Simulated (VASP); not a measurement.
# B3As2 (P-3m1) in VASP: a series of runs

B3As2 is run at these levels: PBE; tasks: single point.

All numbers are computed with VASP 6.6.1; they aren't measurements. Logs are shortened: lines on timing, memory, paths and dates and some standing lists are left out, and cuts for length are marked.

**1. The cell of the first run**

The structure is trigonal, space group P-3m1 (No. 164). Conventional cell: a = 3.176 Å, b = 3.176 Å, c = 6.834 Å, α = 90.00°, β = 90.00°, γ = 120.00°. Within 2.9 Å of B (site symmetry -3m) lie 6 As at 2.22 Å. Within 2.5 Å of B (site symmetry 3m) lie 3 B at 1.85 Å and 1 As at 2.05 Å. Within 2.7 Å of As (site symmetry 3m) lie 4 B at 2.05 to 2.22 Å.

**2. Single point, PBE**

INCAR reads:

```
PREC = Accurate
ENCUT = 600
EDIFF = 1E-6
ISMEAR = 0
SIGMA = 0.1
LREAL = F
LASPH = T
NELM = 120
ALGO = Normal
ISIF = 2
LWAVE = F
LCHARG = F
GGA = PE
NBANDS = 28
GGA_COMPAT = F
```

KPOINTS reads:

```
Automatic mesh
0
Gamma
  6 6 4
```

POSCAR reads:

```
B3As2
1.0
    3.1761335362      0.0000000022      0.0000000000
   -1.5880667701      2.7506123271      0.0000000000
    0.0000000000      0.0000000000      6.8339752195
B As
3 2
Direct
    0.0000000000      0.0000000000      0.0000000000
    0.3333333333      0.6666666667      0.4839705901
    0.6666666667      0.3333333333      0.5160294099
    0.3333333333      0.6666666667      0.1836392938
    0.6666666667      0.3333333333      0.8163607062
```

Potentials or basis: VASP PAW PBE potentials, release 64 (B, As_d).

The run is started by

```
> cat potpaw_PBE.64/B/POTCAR potpaw_PBE.64/As_d/POTCAR > POTCAR
> mpirun -np 1 vasp_std > vasp.out
```

OUTCAR:

```text
PREC = Accurate
   ENCUT = 600
   EDIFF = 1E-6
   ISMEAR = 0
   LREAL = F
   LASPH = T
   NELM = 120
   ISIF = 2
   GGA = PE

 ion  position               nearest neighbor table
   1  0.000  0.000  0.000-   4 2.22   5 2.22   5 2.22   4 2.22   5 2.22   4 2.22
   2  0.333  0.667  0.484-   3 1.85   3 1.85   3 1.85   4 2.05
   3  0.667  0.333  0.516-   2 1.85   2 1.85   2 1.85   5 2.05
   4  0.333  0.667  0.184-   2 2.05   1 2.22   1 2.22   1 2.22
   5  0.667  0.333  0.816-   3 2.05   1 2.22   1 2.22   1 2.22

  LATTYP: Found a hexagonal cell.
 ALAT       =     3.1761335362
 C/A-ratio  =     2.1516649541

  Lattice vectors:

 A1 = (   3.1761335362,   0.0000000022,   0.0000000000)
 A2 = (  -1.5880667701,   2.7506123271,   0.0000000000)
 A3 = (   0.0000000000,   0.0000000000,   6.8339752195)

Analysis of symmetry for initial positions (statically):
=====================================================================
 Subroutine PRICEL returns:
 Original cell was already a primitive cell.

 Routine SETGRP: Setting up the symmetry group for a
 hexagonal supercell.

 Subroutine GETGRP returns: Found 12 space group operations
 (whereof 12 operations were pure point group operations)
 out of a pool of 24 trial point group operations.

The static configuration has the point symmetry D_3d.

Analysis of symmetry for dynamics (positions and initial velocities):
=====================================================================
 Subroutine PRICEL returns:
 Original cell was already a primitive cell.

 Routine SETGRP: Setting up the symmetry group for a
 hexagonal supercell.

 Subroutine GETGRP returns: Found 12 space group operations
 (whereof 12 operations were pure point group operations)
 out of a pool of 24 trial point group operations.

The dynamic configuration has the point symmetry D_3d.

 Subroutine INISYM returns: Found 12 space group operations
 (whereof 12 operations are pure point group operations),
 and found     1 'primitive' translations

----------------------------------------------------------------------------------------

                                     Primitive cell

  volume of cell :      59.7037

  direct lattice vectors                    reciprocal lattice vectors
     3.176133536  0.000000002  0.000000000     0.314848223  0.181777707  0.000000000
    -1.588066770  2.750612327  0.000000000    -0.000000000  0.363555413  0.000000000
     0.000000000  0.000000000  6.833975220     0.000000000  0.000000000  0.146327718

  length of vectors
     3.176133536  3.176133536  6.833975220     0.363555413  0.363555413  0.146327718

  position of ions in fractional coordinates (direct lattice)
     0.000000000  0.000000000  0.000000000
     0.333333333  0.666666667  0.483970590
     0.666666667  0.333333333  0.516029410
     0.333333333  0.666666667  0.183639294
     0.666666667  0.333333333  0.816360706

  ion indices of the primitive-cell ions
   primitive index   ion index
                 1           1
                 2           2
                 3           3
                 4           4
                 5           5

----------------------------------------------------------------------------------------

 KPOINTS: Automatic mesh

Automatic generation of k-mesh.
 Grid dimensions read from file:
 generate k-points for:    6    6    4

 Generating k-lattice:

  Cartesian coordinates                     Fractional coordinates (reciprocal lattice)
     0.052474704  0.030296284  0.000000000     0.166666667  0.000000000  0.000000000
    -0.000000000  0.060592569  0.000000000     0.000000000  0.166666667  0.000000000
     0.000000000  0.000000000  0.036581930     0.000000000  0.000000000  0.250000000

  Length of vectors
     0.060592569  0.060592569  0.036581930

  Shift w.r.t. Gamma in fractional coordinates (k-lattice)
     0.000000000  0.000000000  0.000000000

 Subroutine IBZKPT returns following result:
 ===========================================

 Found     24 irreducible k-points:

 Following reciprocal coordinates:
            Coordinates               Weight
  0.000000  0.000000  0.000000      1.000000
  0.166667 -0.000000  0.000000      6.000000
  0.333333 -0.000000  0.000000      6.000000
  0.500000 -0.000000  0.000000      3.000000
  0.166667  0.166667  0.000000      6.000000
  0.333333  0.166667  0.000000     12.000000
[... 16 lines left out ...]
  0.333333  0.166667  0.500000     12.000000
  0.333333  0.333333  0.500000      2.000000
   k-points           NKPTS =     24   k-points in BZ     NKDIM =     24   number of bands    NBANDS=     28
   number of dos      NEDOS =    301   number of ions     NIONS =      5
   total plane-waves  NPLWV =  43904
   dimension x,y,z NGX =    28 NGY =   28 NGZ =   56
   dimension x,y,z NGXF=    56 NGYF=   56 NGZF=  112
   ions per type =               3   2
   NGX,Y,Z   is equivalent  to a cutoff of  14.66, 14.66, 13.62 a.u.
   NGXF,Y,Z  is equivalent  to a cutoff of  29.31, 29.31, 27.25 a.u.
 SYSTEM =  unknown system
   PREC   = accura    normal or accurate (medium, high low for compatibility)
   ISTART =      0    job   : 0-new  1-cont  2-samecut
   ICHARG =      2    charge: 1-file 2-atom 10-const
   ISPIN  =      1    spin polarized calculation?
   LNONCOLLINEAR =      F non collinear calculations
   LSORBIT =      F    spin-orbit coupling
   LASPH  =      T    aspherical Exc in radial PAW
   ENCUT  =  600.0 eV  44.10 Ry    6.64 a.u.   6.34  6.34 13.65*2*pi/ulx,y,z
   NELM   =    120;   NELMIN=  2; NELMDL= -5     # of ELM steps
   EDIFF  = 0.1E-05   stopping-criterion for ELM
   LREAL  =      F    real-space projection
   EDIFFG = 0.1E-04   stopping-criterion for IOM
   NSW    =      0    number of steps for IOM
   IBRION =     -1    ionic relax: 0-MD 1-quasi-New 2-CG
   NFREE  =      0    steps in history (QN), initial steepest desc. (CG)
   ISIF   =      2    stress and relaxation
   ISYM   =      2    0-nonsym 1-usesym 2-fastsym
   POTIM  = 0.5000    time-step for ionic-motion
   TEBEG  =    0.0;   TEEND  =   0.0 temperature during run
   PSTRESS=    0.0 pullay stress
   NELECT =      39.0000    total number of electrons
   NUPDOWN=      -1.0000    fix difference up-down
   EMIN   =  10.00;   EMAX   =-10.00  energy-range for DOS
   EFERMI =   0.00;   METHOD = LEGACY
   ISMEAR =     0;   SIGMA  =   0.10  broadening in eV -4-tet -1-fermi 0-gaus
   EFERMI_NEDOS =   21; number of points for ismear=-14 and -15
   IALGO  =     38    algorithm
   IMIX   =      4    mixing-type and parameters
     AMIX     =   0.40;   BMIX     =  1.00
     AMIX_MAG =   1.60;   BMIX_MAG =  1.00
  volume/ion in A,a.u.               =      11.94        80.58
  Fermi-wavevector in a.u.,A,eV,Ry     =   1.420461  2.684281 27.452588  2.017708
  Thomas-Fermi vector in A             =   2.541373
   LORBIT       =      0    0 simple, 1 ext, 2 COOP (PROOUT), +10 PAW based schemes
   GGA     = PE    functional components
   LHFCALC =     F    Hartree Fock is set to
   AEXX    =    0.0000 exact exchange contribution
   IVDW    =     0    specifies the selected vdW correction
   LEPSILON=     F    determine dielectric tensor
   LRPA    =     F    only Hartree local field effects (RPA)
 non-spin polarized calculation
 Gauss-broadening in eV      SIGMA  =   0.10
  energy-cutoff  :      600.00
  volume of cell :       59.70
 maximum number of plane-waves:      2003
 NGX is ok and might be reduce to    28
   NGX = 13   NGY = 13   NGZ = 27

 number of electron      38.9999987 magnetization

 Free energy of the ion-electron system (eV)
  ---------------------------------------------------
  ext. energy  EPLUGINS =         0.00000000
  ---------------------------------------------------
  free energy    TOTEN  =       -26.32343434 eV

  energy without entropy =      -26.31683276  energy(sigma->0) =      -26.32013355

 E-fermi :   5.1484     XC(G=0): -11.5890

 val. band max:        5.1340996772   @ k =   0.0000   0.0000   0.0000
 cond. band min:       5.1946536410   @ k =   0.3333   0.1667   0.5000
 fundamental gap:      0.0605539638
 Fermi energy:         5.1484036230

 k-point     1 :       0.0000    0.0000    0.0000
  band No.  band energies     occupation
      1     -31.0980      2.00000
      2     -31.0980      2.00000
      3     -31.0956      2.00000
      4     -31.0956      2.00000
      5     -31.0323      2.00000
      6     -31.0312      2.00000
[... 20 lines left out ...]
     27      12.1284      0.00000
     28      12.7087      0.00000

 k-point     2 :       0.1667   -0.0000    0.0000
  band No.  band energies     occupation
      1     -31.0985      2.00000
      2     -31.0960      2.00000
      3     -31.0930      2.00000
      4     -31.0908      2.00000
      5     -31.0345      2.00000
      6     -31.0318      2.00000
[... 20 lines left out ...]
     27      12.8856      0.00000
     28      13.0683      0.00000

 k-point     3 :       0.3333   -0.0000    0.0000
  band No.  band energies     occupation
      1     -31.1000      2.00000
      2     -31.0967      2.00000
      3     -31.0828      2.00000
      4     -31.0812      2.00000
      5     -31.0392      2.00000
      6     -31.0345      2.00000
[... 20 lines left out ...]
     27      12.5718      0.00000
     28      14.0882      0.00000

 k-point     4 :       0.5000   -0.0000    0.0000
  band No.  band energies     occupation
      1     -31.1010      2.00000
      2     -31.0972      2.00000
      3     -31.0777      2.00000
      4     -31.0764      2.00000
      5     -31.0414      2.00000
      6     -31.0358      2.00000
[... 578 lines left out ...]
     27      12.7432      0.00000
     28      13.2381      0.00000

 k-point    23 :       0.3333    0.1667    0.5000
  band No.  band energies     occupation
      1     -31.0965      2.00000
      2     -31.0936      2.00000
      3     -31.0813      2.00000
      4     -31.0801      2.00000
      5     -31.0404      2.00000
      6     -31.0366      2.00000
[... 20 lines left out ...]
     27      13.0625      0.00000
     28      14.7762      0.00000

 k-point    24 :       0.3333    0.3333    0.5000
  band No.  band energies     occupation
      1     -31.0891      2.00000
      2     -31.0860      2.00000
      3     -31.0856      2.00000
      4     -31.0856      2.00000
      5     -31.0412      2.00000
      6     -31.0351      2.00000
[... 20 lines left out ...]
     27      13.4157      0.00000
     28      16.1765      0.00000

------------------------ aborting loop because EDIFF is reached ----------------------------------------

  FORCE on cell =-STRESS in cart. coord.  units (eV):
  Direction    XX          YY          ZZ          XY          YZ          ZX
  --------------------------------------------------------------------------------------
  -------------------------------------------------------------------------------------
  Total        0.0600027      0.0600027     -0.0698431     -0.0000000      0.0000000     -0.0000000
  in kB        1.6102004      1.6102004     -1.8742707     -0.0000000      0.0000000     -0.0000000
  external PRESSURE =       0.4487100 kB  Pullay stress =       0.0000000 kB

 VOLUME and BASIS-vectors are now :
 -----------------------------------------------------------------------------
  energy-cutoff  :      600.00
  volume of cell :       59.70
      direct lattice vectors                 reciprocal lattice vectors
     3.176133536  0.000000002  0.000000000     0.314848223  0.181777707  0.000000000
    -1.588066770  2.750612327  0.000000000    -0.000000000  0.363555413  0.000000000
     0.000000000  0.000000000  6.833975220     0.000000000  0.000000000  0.146327718

 POSITION                                       TOTAL-FORCE (eV/Angst)
 -----------------------------------------------------------------------------------
      0.00000      0.00000      0.00000         0.000000     -0.000000      0.000000
     -0.00000      1.83374      3.30744        -0.000000      0.000000     -0.034807
      1.58807      0.91687      3.52653         0.000000     -0.000000      0.034807
     -0.00000      1.83374      1.25499        -0.000000     -0.000000      0.026385
      1.58807      0.91687      5.57899         0.000000      0.000000     -0.026385
 -----------------------------------------------------------------------------------
    total drift:                               -0.000000      0.000000      0.000000

  FREE ENERGIE OF THE ION-ELECTRON SYSTEM (eV)
  ---------------------------------------------------
  free  energy   TOTEN  =       -26.3234343434 eV

  energy  without entropy=      -26.3168327573  energy(sigma->0) =      -26.32013355
```

It used 45 s of CPU time on 1 thread of AMD EPYC 7R13 Processor (Zen 3), on a shared host.

Results:

- Free energy: -26.3234 eV
- Pressure: 0.0 GPa
- Largest force: 0.035 eV/Å

Forces on the atoms (eV/Å):
```
B    0.000  0.000  0.000
B    0.000  0.000 -0.035
B    0.000  0.000  0.035
As   0.000  0.000  0.026
As   0.000  0.000 -0.026
```

Levels at points of the mesh, in eV from the Fermi level:
| k point | band 16 | band 17 | band 18 | band 19 | band 20 | band 21 | band 22 | band 23 | band 24 | band 25 |
| --- | --- | --- | --- | --- | --- | --- | --- | --- | --- | --- |
| (0.00, 0.00, 0.00) | -0.01 | -0.01 | 0.19 | 0.19 | 2.87 | 2.87 | 5.12 | 5.12 | 5.12 | 5.73 |
| (0.50, 0.00, 0.00) | -6.29 | -3.29 | -1.30 | -1.15 | -1.09 | 1.21 | 1.72 | 3.08 | 4.08 | 5.52 |
| (0.00, 0.00, 0.50) | -0.28 | 0.87 | 0.87 | 0.93 | 1.94 | 1.94 | 3.23 | 5.76 | 5.86 | 6.23 |
| (0.50, 0.00, 0.50) | -4.80 | -4.16 | -3.03 | -1.90 | -1.85 | 1.92 | 2.36 | 3.63 | 5.78 | 6.11 |

Caveat: the k points lie up to 0.38 Å⁻¹ apart.

**3. Single point, PBE**

This run uses another cell than the first one, of 11.90 Å³/atom, 0.996 times its volume.

INCAR reads:

```
PREC     = Accurate       # precision mode
ENCUT    = 600            # plane-wave cutoff, eV
EDIFF    = 1E-6           # SCF threshold, eV
ISMEAR   = 0              # smearing method
SIGMA    = 0.1            # smearing width, eV
LREAL    = False          # projectors in reciprocal space
LASPH    = True           # aspherical terms in the spheres
NELM     = 120            # most SCF steps
ALGO     = Normal         # electronic algorithm
ISIF     = 2              # what is computed and relaxed
LWAVE    = False          # write WAVECAR
LCHARG   = True           # write CHGCAR
GGA      = PE             # functional
LELF     = True           # ELF
LVHAR    = True         
NBANDS   = 28             # bands
GGA_COMPAT= False
```

KPOINTS reads:

```
regular mesh
0
Gamma
  12 12 6
```

POSCAR reads:

```
B3As2
1.0
    3.1860246437      0.0000000000      0.0000000000
   -1.5930123218      2.7591782785      0.0000000000
    0.0000000000      0.0000000000      6.7665572561
B As
3 2
Direct
    0.0000000000      0.0000000000      0.0000000000
    0.3333333333      0.6666666667      0.4881155562
    0.6666666667      0.3333333333      0.5118844438
    0.3333333333      0.6666666667      0.1834098153
    0.6666666667      0.3333333333      0.8165901847
```

Potentials or basis: VASP PAW PBE potentials, release 64 (B, As_d).

The run is started by

```
> cat potpaw_PBE.64/B/POTCAR potpaw_PBE.64/As_d/POTCAR > POTCAR
> mpirun -np 1 vasp_std > vasp.out
```

OUTCAR:

```text
PREC = Accurate
   ENCUT = 600
   EDIFF = 1E-6
   ISMEAR = 0
   LREAL = False
   LASPH = True
   NELM = 120
   ISIF = 2
   GGA = PE

 ion  position               nearest neighbor table
   1  0.000  0.000  0.000-   4 2.22   5 2.22   4 2.22   5 2.22   5 2.22   4 2.22
   2  0.333  0.667  0.488-   3 1.85   3 1.85   3 1.85   4 2.06
   3  0.667  0.333  0.512-   2 1.85   2 1.85   2 1.85   5 2.06
   4  0.333  0.667  0.183-   2 2.06   1 2.22   1 2.22   1 2.22
   5  0.667  0.333  0.817-   3 2.06   1 2.22   1 2.22   1 2.22

  LATTYP: Found a hexagonal cell.
 ALAT       =     3.1860246437
 C/A-ratio  =     2.1238245189

  Lattice vectors:

 A1 = (   3.1860246437,   0.0000000000,   0.0000000000)
 A2 = (  -1.5930123218,   2.7591782785,   0.0000000000)
 A3 = (   0.0000000000,   0.0000000000,   6.7665572561)

Analysis of symmetry for initial positions (statically):
=====================================================================
 Subroutine PRICEL returns:
 Original cell was already a primitive cell.

 Routine SETGRP: Setting up the symmetry group for a
 hexagonal supercell.
[... 173 lines left out ...]

 E-fermi :   5.1205     XC(G=0): -11.6105

 val. band max:        5.0938648756   @ k =  -0.1667   0.4167   0.3333
 cond. band min:       5.1224933292   @ k =   0.0000   0.4167   0.1667
 fundamental gap:      0.0286284536
 Fermi energy:         5.1205156867

 k-point     1 :       0.0000    0.0000    0.0000
  band No.  band energies     occupation
      1     -31.0721      2.00000
      2     -31.0721      2.00000
      3     -31.0693      2.00000
      4     -31.0693      2.00000
      5     -31.0280      2.00000
      6     -31.0273      2.00000
[... 733 lines left out ...]
     27      12.7140      0.00000
     28      13.2716      0.00000

 [... further k-points ...]

------------------------ aborting loop because EDIFF is reached ----------------------------------------

  FORCE on cell =-STRESS in cart. coord.  units (eV):
  Direction    XX          YY          ZZ          XY          YZ          ZX
  --------------------------------------------------------------------------------------
  -------------------------------------------------------------------------------------
  Total        0.0017895      0.0017895     -0.0542427      0.0000000      0.0000000      0.0000000
  in kB        0.0482004      0.0482004     -1.4610170      0.0000000      0.0000000      0.0000000
  external PRESSURE =      -0.4548721 kB  Pullay stress =       0.0000000 kB

 VOLUME and BASIS-vectors are now :
 -----------------------------------------------------------------------------
  energy-cutoff  :      600.00
  volume of cell :       59.48
      direct lattice vectors                 reciprocal lattice vectors
     3.186024644  0.000000000  0.000000000     0.313870767  0.181213372  0.000000000
    -1.593012322  2.759178278  0.000000000     0.000000000  0.362426744  0.000000000
     0.000000000  0.000000000  6.766557256     0.000000000  0.000000000  0.147785641

 POSITION                                       TOTAL-FORCE (eV/Angst)
 -----------------------------------------------------------------------------------
      0.00000      0.00000      0.00000         0.000000      0.000000      0.000000
     -0.00000      1.83945      3.30286        -0.000000      0.000000     -0.012500
      1.59301      0.91973      3.46370         0.000000      0.000000      0.012500
     -0.00000      1.83945      1.24105         0.000000      0.000000      0.012693
      1.59301      0.91973      5.52550        -0.000000     -0.000000     -0.012693
 -----------------------------------------------------------------------------------
    total drift:                                0.000000      0.000000     -0.000000

  FREE ENERGIE OF THE ION-ELECTRON SYSTEM (eV)
  ---------------------------------------------------
  free  energy   TOTEN  =       -26.3931322847 eV

  energy  without entropy=      -26.3858193309  energy(sigma->0) =      -26.38947581
```

Wall time 1.7 min (1 thread of Intel Xeon 6975P-C (Granite Rapids), shared host); peak memory 0.31 GiB.

What came out:

```
Free energy   : -26.3931 eV
Pressure      : 0.0 GPa
Largest force : 0.013 eV/Å
```

Forces in eV/Å, atoms in the order of the input:
```
B    0.000  0.000  0.000
B    0.000  0.000 -0.013
B    0.000  0.000  0.013
As   0.000  0.000  0.013
As   0.000  0.000 -0.013
```
